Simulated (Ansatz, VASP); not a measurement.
## One calculation of Al2InN3, two programs

```xyz
12
Lattice="3.0317 -0.0001 0.0000 0.0001 5.2369 -0.0044 0.0001 -0.0065 7.5143" Properties=species:S:1:pos:R:3 pbc="T T T"
Al    3.0319    1.7386    4.9241
Al    1.5161    4.3571    4.9219
Al    1.5159    0.8732    2.5881
Al    3.0318    3.4916    2.5859
In    1.5160    2.6119    7.5122
In    0.0000    0.0000    0.0000
N     3.0319    1.7462    1.4785
N     1.5161    4.3647    1.4763
N     1.5158    0.8656    6.0337
N     3.0318    3.4840    6.0315
N     1.5160    2.6152    3.7550
N     0.0001   -0.0033    3.7571
```

Change from the starting cell: cell x2, atoms moved at random (sigma 0.1 Å) and cell strained at random (1.5 %), then relaxed without symmetry.

Alike in both runs: functional PBE; k mesh 4 × 4 × 2; occupations gaussian, width 0.1 eV; no spin polarisation.

Ansatz relaxed the structure, and its values are those at the end. VASP's run is a single point on that final structure, the one shown.

```csv
,VASP,Ansatz
version,VASP 6.6.1,Ansatz 0.2.0
potentials or method,"VASP PAW PBE potentials, release 64 (Al, In_d, N), cutoff 520 eV","scalar-relativistic, plane waves, PAW"
valence electrons in the cell,68,68
```

VASP gave:

```
gap on the k mesh at the Fermi level (eV) : 2.33
least direct gap on the mesh (eV)         : 2.59
pressure (GPa)                            : 0.0
rms of the force components (eV/Å)        : 0.010
```

**Question.** Estimate Ansatz's values.

**Answer.** gap on the k mesh at the Fermi level (eV): 2.34; least direct gap on the mesh (eV): 2.60; pressure (GPa): 0.0; rms of the force components (eV/Å): 0.001.

The k mesh is coarse, so the values compare programs but aren't converged.
